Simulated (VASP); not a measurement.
## Cu: single point with PBE exchange alone

Cu:

```
Cu
1.0
     0.00000    1.78307    1.78307
     1.78307    0.00000    1.78307
     1.78307    1.78307    0.00000
Cu
1
Direct
  0.00000 0.00000 0.00000
```

```yaml
Program: VASP 6.6.1
Task: single point
Functional: PBE exchange alone
Potentials_or_basis: VASP PAW PBE potentials, release 64 (Cu)
Cutoff: 600 eV
k_mesh: 13 × 13 × 13
Occupations: fermi-dirac, width 0.05 eV
Spin: no spin polarisation
```

* Pressure: 31.9 GPa
* Band gap on the k mesh: zero (an odd number of electrons rules out a gap without spin polarisation)

Levels at points of the mesh, in eV from the Fermi level:
```csv
k point,band 3,band 4,band 5,band 6,band 7,band 8,band 9,band 10
"(0.00, 0.00, 0.00)",-3.42,-3.42,-2.55,-2.55,22.94,25.62,25.62,25.62
```

It took 13 s on 1 thread of Intel(R) Xeon(R) Platinum 8259CL CPU @ 2.50GHz (Skylake/Cascade Lake), on a shared host, peak memory 0.13 GiB.

Caveat: the cell stands under pressure.
